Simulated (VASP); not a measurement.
A run of VASP 6.6.1 is set up as follows.

File INCAR:

```
SYSTEM = AgCl
  PREC = Accurate
  ENCUT = 520
  EDIFF = 1E-8
  ISMEAR = -1
  SIGMA = 0.01
  LREAL = .FALSE.
  LASPH = .TRUE.
  NELM = 80
  ALGO = Normal
  ISIF = 2
  LWAVE = .FALSE.
  LCHARG = .FALSE.
  GGA = PS
  LEFG = .TRUE.
  NBANDS = 16
```

File KPOINTS:

```
Automatic mesh
0
G
  9 9 9
  0 0 0
```

POSCAR

```
AgCl
1.0
    3.4339730000      0.0000000000      0.0000000000
    0.0000000000      3.4339730000      0.0000000000
    0.0000000000      0.0000000000      3.4683127300
Ag Cl
1 1
Direct
    0.0000000000      0.0000000000      0.0000000000
    0.5000000000      0.5000000000      0.5000000000
```

Potentials or basis: VASP PAW PBE potentials, release 64 (Ag, Cl).

Run with:

```console
$ cat potpaw_PBE.64/Ag/POTCAR potpaw_PBE.64/Cl/POTCAR > POTCAR
$ mpirun -np 1 vasp_std > vasp.out
```

Question: What does it give for the band gap on the k mesh?

Answer: 0.43 eV, indirect (least direct gap 1.87 eV).

Question: Predict the pressure.

Answer: -5.1 GPa.

Stress tensor (GPa, compression positive):
```
-4.90  0.00  0.00
 0.00 -4.90  0.00
 0.00  0.00 -5.36
```

Caveat: the cell differs from its parent crystal (zz strain of +1 %); without QUAD_EFG the Cq values of the log hold for a quadrupole moment of 1 mb, not for the nuclei; the PAW data sets were made with another functional, which shifts forces and pressure a little. A k mesh can miss the band edges.
